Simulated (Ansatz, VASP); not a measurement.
**One calculation of SbP, two programs**

INCAR

```
PREC = Accurate ; ENCUT = 520
EDIFF = 1E-6 ; ISMEAR = 0
SIGMA = 0.1 ; LREAL = F
LASPH = T ; NELM = 60
ALGO = Normal ; ISIF = 2
LWAVE = F ; LCHARG = F
GGA = PE ; NBANDS = 12
```

The input KPOINTS:

```
regular mesh
0
Gamma
  6 6 6
```

The input POSCAR:

```
SbP
1.0
    1.9853559894      1.1462458149      3.4998365235
   -1.9853559894      1.1462458149      3.4998365235
    0.0000000000     -2.2924916299      3.4998365235
Sb P
1 1
Direct
    0.4806115194      0.4806115194      0.4806115194
    0.0201312694      0.0201312694      0.0201312694
```

Input for Ansatz:

```yaml
crystal:
  lattice:
    - [1.9853559894, 1.1462458149, 3.4998365235]
    - [-1.9853559894, 1.1462458149, 3.4998365235]
    - [0.0, -2.2924916299, 3.4998365235]
  atoms:
    - { symbol: Sb, position: [0.4806115194, 0.4806115194, 0.4806115194] }
    - { symbol: P, position: [0.0201312694, 0.0201312694, 0.0201312694] }
basis:
  ecutwfc: 420
kpoints:
  mp_grid: { grid: [6, 6, 6] }
hamiltonian:
  xc: pbe
scf:
  occupations: { method: gaussian, width: 0.1 }
  lower_state_search: "off"
output:
  forces: true
  stress: true
  eigenvalues: true
```

Change from the starting cell: the structure that the rattled cell fell into.

Alike in both runs: task single point; functional PBE; k mesh 6 × 6 × 6; occupations gaussian, width 0.1 eV; no spin polarisation.

```csv
,VASP,Ansatz
version,VASP 6.6.1,Ansatz 0.2.0
potentials or method,"VASP PAW PBE potentials, release 64 (Sb, P), cutoff 520 eV","scalar-relativistic, plane waves, PAW"
valence electrons in the cell,10,20
```

```tsv
	VASP	Ansatz	Ansatz less VASP
gap on the k mesh at the Fermi level (eV)	none	none	-
pressure (GPa)	0.0	0.1	+0.02
traceless stress, the component that is largest in VASP (GPa)	0.19	0.20	+0.007
rms of the force components (eV/Å)	0.011	0.004	-0.0064
```

Atom by atom the forces differ by 0.015 eV/Å (rms over components). A gap of «none» marks a metal or a gap that the smearing closes. VASP's potentials hold 10 valence electrons a cell and Ansatz's 20, so a difference there can come from the potentials and not from the codes.

Spin-orbit coupling is off throughout.
